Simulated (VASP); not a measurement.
Set up this calculation in VASP 6.6.1, as the native input.

```yaml
Task: single point
Functional: PBEsol
Potentials_or_basis: VASP PAW PBE potentials, release 64 (Sr_sv)
Cutoff: 520 eV
k_mesh: 12 × 12 × 10
Occupations: gaussian, width 0.1 eV
Spin: no spin polarisation
Dipole_correction: no
Further_INCAR_settings: ALGO = Fast; EDIFF = 1e-07; NBANDS = 17
```

The structure of Sr lies in POSCAR:

```
Sr
1.0
    2.9579193978      2.9579193978      0.0000000000
   -2.9579193978      2.9579193978      0.0000000000
    0.0000000000      0.0000000000      5.9749971836
Sr
2
Direct
    0.0000000000      0.0000000000      0.0000000000
    0.5000000000      0.5000000000      0.5000000000
```

This cell differs from its parent crystal: strain along c alone, the other axes held: +1.0 %.

These files were run (other wordings do the same):

INCAR

```
PREC = Accurate
ENCUT = 520
EDIFF = 1E-7
ISMEAR = 0
SIGMA = 0.1
LREAL = F
LASPH = T
NELM = 60
ALGO = Fast
ISIF = 2
LWAVE = F
LCHARG = F
GGA = PS
NBANDS = 17
```

KPOINTS

```
regular mesh
0
Gamma
  12 12 10
```

Potentials or basis: VASP PAW PBE potentials, release 64 (Sr_sv).

Command:

```console
$ cat potpaw_PBE.64/Sr_sv/POTCAR > POTCAR
$ mpirun -np 1 vasp_std > vasp.out
```

Results of the run:

```yaml
Pressure: -0.1 GPa
Band_gap_on_the_k_mesh: zero (bands 10 and 11 overlap by 0.02 eV)
```

Caveat: the cell differs from its parent crystal (strain along c alone, the other axes held: +1.0 %); the PAW data sets were made with another functional, which shifts forces and pressure a little.

Run time: 4.5 min on 1 thread of Oxide Virtual Turin-like Processor, with other jobs on the host, peak memory 0.36 GiB.
